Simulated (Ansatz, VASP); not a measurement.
## CdSe: VASP beside Ansatz

```
CELL_PARAMETERS angstrom
0.00000 3.05000 3.05000
3.05000 0.00000 3.05000
3.05000 3.05000 0.00000
ATOMIC_POSITIONS crystal
Cd 0.00000 0.00000 0.00000
Se 0.25000 0.25000 0.25000
```

Alike in both runs: task single point; functional PBEsol; k mesh 6 × 6 × 6; occupations gaussian, width 0.1 eV; no spin polarisation.

|  | VASP | Ansatz |
| --- | --- | --- |
| version | VASP 6.6.1 | Ansatz 0.2.0 |
| potentials or method | VASP PAW PBE potentials, release 64 (Cd, Se), cutoff 500 eV | scalar-relativistic, plane waves, PAW |
| valence electrons in the cell | 18 | 36 |

```csv
,VASP,Ansatz,Ansatz less VASP
gap on the k mesh at the Fermi level (eV),0.46,0.46,-0.003
least direct gap on the mesh (eV),0.46,0.46,-0.003
pressure (GPa),-0.1,-0.4,-0.32
```

VASP's potentials were made for PBE, not for PBEsol, and Ansatz warns of the same on its side. The functional is the same, so the differences come from potentials, cutoffs and numerics. VASP's potentials hold 18 valence electrons a cell and Ansatz's 36, so a difference there can come from the potentials and not from the codes.
